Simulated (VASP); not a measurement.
Runs of VASP 6.6.1 on Bi. The structure is trigonal, space group R-3m (No. 166). The conventional cell has a = 4.585 Å, b = 4.585 Å, c = 12.140 Å, α = 90.00°, β = 90.00°, γ = 120.00°. Bi (site symmetry 3m) has 6 Bi at 3.11 to 3.59 Å within 4.1 Å. 

```csv
k mesh,smearing,gap on the mesh (eV),pressure (GPa),largest force (eV/Å)
8 × 8 × 8,fermi-dirac 0.2 eV,none,0.0,(a)
8 × 8 × 8,methfessel-paxton 1 eV,none,-0.3,0.01
12 × 12 × 12,fermi-dirac 0.1 eV,none,0.0,0.01
8 × 8 × 8,fermi-dirac 0.1 eV,none,0.0,0.02
8 × 8 × 8,fermi-dirac 0.01 eV,none,-0.1,0.03
7 × 7 × 7,fermi-dirac 0.1 eV,0.17,-0.1,0.01
8 × 8 × 8,methfessel-paxton 0.3 eV,none,-0.1,0.03
```

Alike in all rows: task single point; level PBE; potentials or basis VASP PAW PBE potentials, release 64 (Bi_d); no spin polarisation; cell as given; cutoff (eV) 520.

Q: Fill in the values left out.

A: (a) 0.04.

Caveats: spin-orbit coupling is left out, which moves the levels of the heavy elements.

A k mesh can miss the band edges, and the runs leave out spin-orbit coupling on Bi.

A gap of «none» marks levels without a gap at the run's occupations.
